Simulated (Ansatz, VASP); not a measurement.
## TiC in VASP and in Ansatz

Contents of INCAR:

```
PREC = Accurate
ENCUT = 520
EDIFF = 1E-7
ISMEAR = -1
SIGMA = 0.03
LREAL = False
LASPH = True
NELM = 100
ALGO = Normal
ISIF = 2
LWAVE = False
LCHARG = True
GGA = PS
LELF = True
LVHAR = True
NBANDS = 15
```

The input KPOINTS:

```
regular mesh
0
Gamma
  16 16 16
```

Contents of POSCAR:

```
TiC
1.0
    0.0000000000      2.1856400000      2.1640000000
    2.1856400000      0.0000000000      2.1640000000
    2.1856400000      2.1856400000      0.0000000000
Ti C
1 1
Direct
    0.0000000000      0.0000000000      0.0000000000
    0.5000000000      0.5000000000      0.5000000000
```

Input for Ansatz:

```yaml
crystal:
  lattice:
    - [0.0, 2.18564, 2.164]
    - [2.18564, 0.0, 2.164]
    - [2.18564, 2.18564, 0.0]
  atoms:
    - { symbol: Ti, position: [0.0, 0.0, 0.0] }
    - { symbol: C, position: [0.5, 0.5, 0.5] }
kpoints:
  mp_grid: { grid: [16, 16, 16] }
  band_path:
    path:
      - [0.0, 0.0, 0.0]
      - [0.0, 0.5, 0.5]
      - [0.25, 0.75, 0.5]
      - [0.0, 0.5, 0.0]
      - [0.0, 0.0, 0.0]
      - [0.5, 0.5, 0.0]
      - [0.3775125, 0.6224875, 0.0]
      - [-0.3775125, 0.3775125, 0.0]
      - [0.0, 0.0, 0.0]
    npoints: 5
scf:
  occupations: { method: fermi_dirac, width: 0.03 }
hamiltonian:
  xc: pbesol
  pseudopotentials: { kind: all_electron, lapw: { basis_error: 0.001 } }
output:
  forces: true
  stress: true
  eigenvalues: true
```

Change from the starting cell: equal xx and yy strain of +1 %.

Alike in both runs: task single point; functional PBEsol; k mesh 16 × 16 × 16; occupations fermi-dirac, width 0.03 eV; no spin polarisation.

|  | VASP | Ansatz |
| --- | --- | --- |
| version | VASP 6.6.1 | Ansatz 0.2.0 |
| potentials or method | VASP PAW PBE potentials, release 64 (Ti_sv, C), cutoff 520 eV | all-electron LAPW, scalar-relativistic |

|  | VASP | Ansatz | Ansatz less VASP |
| --- | --- | --- | --- |
| pressure (GPa) | -10.5 | -10.8 | -0.31 |
| traceless stress, the component that is largest in VASP (GPa) | 2.27 | 2.26 | -0.013 |

VASP's potentials were made for PBE, not for PBEsol. Ansatz ran all-electron here, and VASP with PAW potentials.
